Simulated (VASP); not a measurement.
# CaO (P6_3/mmc) in VASP: single point with PBE

Aim: the single point of CaO with PBE.

Program: VASP 6.6.1. These are calculated values, not measurements. Logs are shortened: lines on timing, memory, paths and dates and some standing lists are left out, and cuts for length are marked.

## Step 1: The cell of the first run

Symmetry: P6_3/mmc, No. 194, hexagonal system. Conventional cell: a = 3.992 Å, b = 3.992 Å, c = 4.785 Å, α = 90.00°, β = 90.00°, γ = 120.00°. Within 3.0 Å of Ca (site symmetry -6m2) lie 5 O at 2.30 to 2.39 Å. O (site symmetry -6m2) has 5 Ca at 2.30 to 2.39 Å within 3.0 Å.

## Step 2: Single point, PBE

File INCAR:

```
ALGO = Normal
EDIFF = 1E-6
ENCUT = 520
GGA = PE
ISIF = 2
ISMEAR = 0
LASPH = True
LCHARG = False
LREAL = False
LWAVE = False
NBANDS = 24
NELM = 60
PREC = Accurate
SIGMA = 0.05
```

File KPOINTS:

```
k-points
0
Gamma
  9 9 6
```

File POSCAR:

```
CaO
1.0
    3.9919758245      0.0000000000      0.0000000000
   -1.9959879122      3.4571524753      0.0000000000
    0.0000000000      0.0000000000      4.7848400100
Ca O
2 2
Direct
    0.3333333333      0.6666666667      0.7500000000
    0.6666666667      0.3333333333      0.2500000000
    0.3333333333      0.6666666667      0.2500000000
    0.6666666667      0.3333333333      0.7500000000
```

Potentials or basis: VASP PAW PBE potentials, release 64 (Ca_sv, O).

Launch:

```sh
$ cat potpaw_PBE.64/Ca_sv/POTCAR potpaw_PBE.64/O/POTCAR > POTCAR
$ mpirun -np 1 vasp_std > vasp.out
```

OUTCAR:

```text
EDIFF = 1E-6
   ENCUT = 520
   GGA = PE
   ISIF = 2
   ISMEAR = 0
   LASPH = True
   LREAL = False
   NELM = 60
   PREC = Accurate

 ion  position               nearest neighbor table
   1  0.333  0.667  0.750-   4 2.30   4 2.30   4 2.30   3 2.39   3 2.39
   2  0.667  0.333  0.250-   3 2.30   3 2.30   3 2.30   4 2.39   4 2.39
   3  0.333  0.667  0.250-   2 2.30   2 2.30   2 2.30   1 2.39   1 2.39
   4  0.667  0.333  0.750-   1 2.30   1 2.30   1 2.30   2 2.39   2 2.39

  LATTYP: Found a hexagonal cell.
 ALAT       =     3.9919758245
 C/A-ratio  =     1.1986144757

  Lattice vectors:

 A1 = (   3.9919758245,   0.0000000000,   0.0000000000)
 A2 = (  -1.9959879122,   3.4571524753,   0.0000000000)
 A3 = (   0.0000000000,   0.0000000000,   4.7848400100)

Analysis of symmetry for initial positions (statically):
=====================================================================
 Subroutine PRICEL returns:
 Original cell was already a primitive cell.

 Routine SETGRP: Setting up the symmetry group for a
 hexagonal supercell.

 Subroutine GETGRP returns: Found 24 space group operations
 (whereof 12 operations were pure point group operations)
 out of a pool of 24 trial point group operations.

The static configuration has the point symmetry D_3d.
 The point group associated with its full space group is D_6h.

Analysis of symmetry for dynamics (positions and initial velocities):
=====================================================================
 Subroutine PRICEL returns:
 Original cell was already a primitive cell.

 Routine SETGRP: Setting up the symmetry group for a
 hexagonal supercell.

 Subroutine GETGRP returns: Found 24 space group operations
 (whereof 12 operations were pure point group operations)
 out of a pool of 24 trial point group operations.

The dynamic configuration has the point symmetry D_3d.
 The point group associated with its full space group is D_6h.

 Subroutine INISYM returns: Found 24 space group operations
 (whereof 12 operations are pure point group operations),
 and found     1 'primitive' translations

----------------------------------------------------------------------------------------

                                     Primitive cell

  volume of cell :      66.0350

  direct lattice vectors                    reciprocal lattice vectors
     3.991975824  0.000000000  0.000000000     0.250502519  0.144627697  0.000000000
    -1.995987912  3.457152475  0.000000000     0.000000000  0.289255394  0.000000000
     0.000000000  0.000000000  4.784840010     0.000000000  0.000000000  0.208993404

  length of vectors
     3.991975824  3.991975824  4.784840010     0.289255394  0.289255394  0.208993404

  position of ions in fractional coordinates (direct lattice)
     0.333333333  0.666666667  0.750000000
     0.666666667  0.333333333  0.250000000
     0.333333333  0.666666667  0.250000000
     0.666666667  0.333333333  0.750000000

  ion indices of the primitive-cell ions
   primitive index   ion index
                 1           1
                 2           2
                 3           3
                 4           4

----------------------------------------------------------------------------------------

 KPOINTS: k-points

Automatic generation of k-mesh.
 Grid dimensions read from file:
 generate k-points for:    9    9    6

 Generating k-lattice:

  Cartesian coordinates                     Fractional coordinates (reciprocal lattice)
     0.027833613  0.016069744  0.000000000     0.111111111  0.000000000  0.000000000
     0.000000000  0.032139488  0.000000000     0.000000000  0.111111111  0.000000000
     0.000000000  0.000000000  0.034832234     0.000000000  0.000000000  0.166666667

  Length of vectors
     0.032139488  0.032139488  0.034832234

  Shift w.r.t. Gamma in fractional coordinates (k-lattice)
     0.000000000  0.000000000  0.000000000

 Subroutine IBZKPT returns following result:
 ===========================================

 Found     48 irreducible k-points:

 Following reciprocal coordinates:
            Coordinates               Weight
  0.000000  0.000000  0.000000      1.000000
  0.111111  0.000000  0.000000      6.000000
  0.222222  0.000000  0.000000      6.000000
  0.333333 -0.000000  0.000000      6.000000
  0.444444  0.000000  0.000000      6.000000
  0.111111  0.111111  0.000000      6.000000
[... 16 lines left out ...]
  0.333333  0.222222  0.166667     24.000000
  0.333333  0.333333  0.166667      4.000000
 [... further k-points ...]
   k-points           NKPTS =     48   k-points in BZ     NKDIM =     48   number of bands    NBANDS=     24
   number of dos      NEDOS =    301   number of ions     NIONS =      4
   total plane-waves  NPLWV =  32400
   dimension x,y,z NGX =    30 NGY =   30 NGZ =   36
   dimension x,y,z NGXF=    60 NGYF=   60 NGZF=   72
   ions per type =               2   2
   NGX,Y,Z   is equivalent  to a cutoff of  12.49, 12.49, 12.51 a.u.
   NGXF,Y,Z  is equivalent  to a cutoff of  24.99, 24.99, 25.02 a.u.
 SYSTEM =  unknown system
   PREC   = accura    normal or accurate (medium, high low for compatibility)
   ISTART =      0    job   : 0-new  1-cont  2-samecut
   ICHARG =      2    charge: 1-file 2-atom 10-const
   ISPIN  =      1    spin polarized calculation?
   LNONCOLLINEAR =      F non collinear calculations
   LSORBIT =      F    spin-orbit coupling
   LASPH  =      T    aspherical Exc in radial PAW
   ENCUT  =  520.0 eV  38.22 Ry    6.18 a.u.   7.42  7.42  8.90*2*pi/ulx,y,z
   NELM   =     60;   NELMIN=  2; NELMDL= -5     # of ELM steps
   EDIFF  = 0.1E-05   stopping-criterion for ELM
   LREAL  =      F    real-space projection
   EDIFFG = 0.1E-04   stopping-criterion for IOM
   NSW    =      0    number of steps for IOM
   IBRION =     -1    ionic relax: 0-MD 1-quasi-New 2-CG
   NFREE  =      0    steps in history (QN), initial steepest desc. (CG)
   ISIF   =      2    stress and relaxation
   ISYM   =      2    0-nonsym 1-usesym 2-fastsym
   POTIM  = 0.5000    time-step for ionic-motion
   TEBEG  =    0.0;   TEEND  =   0.0 temperature during run
   PSTRESS=    0.0 pullay stress
   NELECT =      32.0000    total number of electrons
   NUPDOWN=      -1.0000    fix difference up-down
   EMIN   =  10.00;   EMAX   =-10.00  energy-range for DOS
   EFERMI =   0.00;   METHOD = LEGACY
   ISMEAR =     0;   SIGMA  =   0.05  broadening in eV -4-tet -1-fermi 0-gaus
   EFERMI_NEDOS =   21; number of points for ismear=-14 and -15
   IALGO  =     38    algorithm
   IMIX   =      4    mixing-type and parameters
     AMIX     =   0.40;   BMIX     =  1.00
     AMIX_MAG =   1.60;   BMIX_MAG =  1.00
  volume/ion in A,a.u.               =      16.51       111.41
  Fermi-wavevector in a.u.,A,eV,Ry     =   1.285879  2.429960 22.497037  1.653486
  Thomas-Fermi vector in A             =   2.417987
   LORBIT       =      0    0 simple, 1 ext, 2 COOP (PROOUT), +10 PAW based schemes
   GGA     = PE    functional components
   LHFCALC =     F    Hartree Fock is set to
   AEXX    =    0.0000 exact exchange contribution
   IVDW    =     0    specifies the selected vdW correction
   LEPSILON=     F    determine dielectric tensor
   LRPA    =     F    only Hartree local field effects (RPA)
 non-spin polarized calculation
 Gauss-broadening in eV      SIGMA  =   0.05
  energy-cutoff  :      520.00
  volume of cell :       66.03
 maximum number of plane-waves:      1811
 NGX is ok and might be reduce to    30
   NGX = 15   NGY = 15   NGZ = 17

 number of electron      31.9999992 magnetization

 Free energy of the ion-electron system (eV)
  ---------------------------------------------------
  ext. energy  EPLUGINS =         0.00000000
  ---------------------------------------------------
  free energy    TOTEN  =       -25.34535711 eV

  energy without entropy =      -25.34535711  energy(sigma->0) =      -25.34535711

 E-fermi :   1.6598     XC(G=0):  -9.3949

 val. band max:        1.3460275552   @ k =   0.0000   0.0000   0.0000
 cond. band min:       4.5070673104   @ k =   0.0000   0.0000   0.0000
 fundamental gap:      3.1610397552
 Fermi energy:         1.6597724648

 k-point     1 :       0.0000    0.0000    0.0000
  band No.  band energies     occupation
      1     -36.3093      2.00000
      2     -36.1787      2.00000
      3     -17.6468      2.00000
      4     -17.4064      2.00000
      5     -17.4064      2.00000
      6     -17.2106      2.00000
[... 16 lines left out ...]
     23       9.8382      0.00000
     24       9.8945      0.00000

 k-point     2 :       0.1111    0.0000    0.0000
  band No.  band energies     occupation
      1     -36.3043      2.00000
      2     -36.1807      2.00000
      3     -17.6302      2.00000
      4     -17.4589      2.00000
      5     -17.4170      2.00000
      6     -17.2752      2.00000
[... 16 lines left out ...]
     23       9.5378      0.00000
     24       9.8077      0.00000

 k-point     3 :       0.2222    0.0000    0.0000
  band No.  band energies     occupation
      1     -36.2907      2.00000
      2     -36.1868      2.00000
      3     -17.5853      2.00000
      4     -17.5836      2.00000
      5     -17.4427      2.00000
      6     -17.4246      2.00000
[... 16 lines left out ...]
     23       9.5739      0.00000
     24       9.6404      0.00000

 k-point     4 :       0.3333   -0.0000    0.0000
  band No.  band energies     occupation
      1     -36.2721      2.00000
      2     -36.1967      2.00000
      3     -17.7199      2.00000
      4     -17.5751      2.00000
      5     -17.5173      2.00000
      6     -17.4699      2.00000
[... 16 lines left out ...]
     23       9.5526      0.00000
     24       9.7242      0.00000

 k-point     5 :       0.4444    0.0000    0.0000
  band No.  band energies     occupation
      1     -36.2557      2.00000
      2     -36.2074      2.00000
      3     -17.8035      2.00000
      4     -17.6644      2.00000
      5     -17.4869      2.00000
      6     -17.4555      2.00000
[... 451 lines left out ...]
 k-point    22 :       0.2222    0.2222    0.1667
  band No.  band energies     occupation
      1     -36.2576      2.00000
      2     -36.2068      2.00000
      3     -17.8518      2.00000
      4     -17.7544      2.00000
      5     -17.4927      2.00000
      6     -17.3622      2.00000
[... 16 lines left out ...]
     23       9.6363      0.00000
     24      10.2013      0.00000

 k-point    23 :       0.3333    0.2222    0.1667
  band No.  band energies     occupation
      1     -36.2429      2.00000
      2     -36.2172      2.00000
      3     -17.8841      2.00000
      4     -17.8231      2.00000
      5     -17.5258      2.00000
      6     -17.3129      2.00000
[... 16 lines left out ...]
     23       9.7085      0.00000
     24      10.1729      0.00000

 k-point    24 :       0.3333    0.3333    0.1667
  band No.  band energies     occupation
      1     -36.2293      2.00000
      2     -36.2293      2.00000
      3     -17.8649      2.00000
      4     -17.8649      2.00000
      5     -17.5485      2.00000
      6     -17.2598      2.00000
[... 16 lines left out ...]
     23       9.7948      0.00000
     24      10.1823      0.00000

 [... further k-points ...]
[... 5 lines left out ...]
  --------------------------------------------------------------------------------------
  -------------------------------------------------------------------------------------
  Total        0.5569328      0.5569328      0.7082795      0.0000000     -0.0000000      0.0000000
  in kB       13.5126198     13.5126198     17.1846776      0.0000000     -0.0000000      0.0000000
  external PRESSURE =      14.7366391 kB  Pullay stress =       0.0000000 kB

 VOLUME and BASIS-vectors are now :
 -----------------------------------------------------------------------------
  energy-cutoff  :      520.00
  volume of cell :       66.03
      direct lattice vectors                 reciprocal lattice vectors
     3.991975824  0.000000000  0.000000000     0.250502519  0.144627697  0.000000000
    -1.995987912  3.457152475  0.000000000     0.000000000  0.289255394  0.000000000
     0.000000000  0.000000000  4.784840010     0.000000000  0.000000000  0.208993404

 POSITION                                       TOTAL-FORCE (eV/Angst)
 -----------------------------------------------------------------------------------
     -0.00000      2.30477      3.58863         0.000000      0.000000     -0.000000
      1.99599      1.15238      1.19621         0.000000     -0.000000     -0.000000
     -0.00000      2.30477      1.19621        -0.000000     -0.000000      0.000000
      1.99599      1.15238      3.58863         0.000000      0.000000      0.000000
 -----------------------------------------------------------------------------------
    total drift:                               -0.000000      0.000000     -0.000000

  FREE ENERGIE OF THE ION-ELECTRON SYSTEM (eV)
  ---------------------------------------------------
  free  energy   TOTEN  =       -25.3453571066 eV

  energy  without entropy=      -25.3453571066  energy(sigma->0) =      -25.34535711
```

It took 93 s on 1 thread of Intel Xeon 8259CL, shared host; peak memory 0.22 GiB.

Results:

| Property | Result |
| --- | --- |
| Free energy | -25.3454 eV |
| Pressure | 1.5 GPa |
| Band gap on the k mesh | 3.16 eV |

Caveat: an odd mesh through Γ misses points on the zone boundary, where band edges can lie.
